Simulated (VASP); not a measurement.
A run of VASP 6.6.1 is set up as follows.

The input INCAR:

```
ALGO     = Fast           # electronic algorithm
EDIFF    = 1E-7           # SCF threshold, eV
ENCUT    = 520            # plane-wave cutoff, eV
GGA      = PS             # functional
GGA_COMPAT= F            
ISIF     = 2              # what is computed and relaxed
ISMEAR   = 1              # smearing method
IVDW     = 13             # dispersion correction
LASPH    = T              # aspherical terms in the spheres
LCHARG   = F              # write CHGCAR
LORBIT   = 11             # projections on sites
LORBMOM  = T            
LREAL    = F              # projectors in reciprocal space
LSORBIT  = T              # spin-orbit coupling
LWAVE    = F              # write WAVECAR
MAGMOM   = 0 0 0.5        # initial moments
NBANDS   = 23             # bands
NELM     = 150            # most SCF steps
PREC     = Accurate       # precision mode
SIGMA    = 0.05           # smearing width, eV
```

KPOINTS

```
k-points
0
Gamma
  8 8 8
```

The input POSCAR:

```
Cd
1.0
    0.0000000000      2.2328399116      2.2328399116
    2.2328399116      0.0000000000      2.2328399116
    2.2328399116      2.2328399116      0.0000000000
Cd
1
Direct
    0.0000000000      0.0000000000      0.0000000000
```

Potentials or basis: VASP PAW PBE potentials, release 64 (Cd).

Run with:

```sh
$ cat potpaw_PBE.64/Cd/POTCAR > POTCAR
$ mpirun -np 1 vasp_ncl > vasp.out
```

(1) Predict the dispersion energy per atom.

(2) Predict the net moment.

(3) Estimate the pressure.

Results:

(1) -0.229 eV.

(2) 0.00 μB per cell.

(3) -4.4 GPa.

Caveat: the PAW data sets were made with another functional, which shifts forces and pressure a little.
